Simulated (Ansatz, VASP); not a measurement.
# One calculation of PbS, two programs

The input INCAR:

```
  PREC = Accurate
  ENCUT = 520
  EDIFF = 1E-8
  ISMEAR = -1
  SIGMA = 0.01
  LREAL = False
  LASPH = True
  NELM = 80
  ALGO = Normal
  ISIF = 2
  LWAVE = False
  LCHARG = False
  LEFG = True
  NBANDS = 17
```

KPOINTS

```
regular mesh
0
Gamma
  8 8 8
```

File POSCAR:

```
PbS
1.0
   -0.0889500000      2.9205250000      2.9205250000
    2.9205250000     -0.0889500000      2.9205250000
    2.9205250000      2.9205250000     -0.0889500000
Pb S
1 1
Direct
    0.0000000000      0.0000000000      0.0000000000
    0.5000000000      0.5000000000      0.5000000000
```

Input for Ansatz:

```yaml
crystal:
  lattice:
    - [-0.08895, 2.920525, 2.920525]
    - [2.920525, -0.08895, 2.920525]
    - [2.920525, 2.920525, -0.08895]
  atoms:
    - { symbol: Pb, position: [0.0, 0.0, 0.0] }
    - { symbol: S, position: [0.5, 0.5, 0.5] }
kpoints:
  mp_grid: { grid: [8, 8, 8] }
scf:
  occupations: { method: fermi_dirac, width: 0.01 }
hamiltonian:
  xc: lda
  pseudopotentials: { kind: all_electron, datasets: crystal }
output:
  forces: true
  stress: true
  eigenvalues: true
  efg: { contact_densities: true }
```

Change from the starting cell: equal xy, yz and zx shear strains of -3 %, crystal datasets.

Alike in both runs: task electric field gradients; functional LDA; k mesh 8 × 8 × 8; occupations fermi-dirac, width 0.01 eV; no spin polarisation.

|  | VASP | Ansatz |
| --- | --- | --- |
| version | VASP 6.6.1 | Ansatz 0.2.0 |
| potentials or method | VASP PAW LDA potentials, release 64 (Pb_d, S), cutoff 520 eV | all-electron PAW with datasets made for the crystal, scalar-relativistic |

VASP gave:

```
pressure (GPa)                                                : -2.6
traceless stress, the component that is largest in VASP (GPa) : 0.56
size of Vzz on the site where it differs most (V/Å²)          : 2.7
```

What did Ansatz give for the same quantities?

Pressure (GPa): -2.6; traceless stress, the component that is largest in VASP (GPa): 0.57; size of Vzz on the site where it differs most (V/Å²): 8.7.

LDA's correlation is that of Perdew and Zunger in VASP and of Perdew and Wang (1992) in Ansatz. Ansatz ran all-electron here, and VASP with PAW potentials.

Spin-orbit coupling is off throughout.
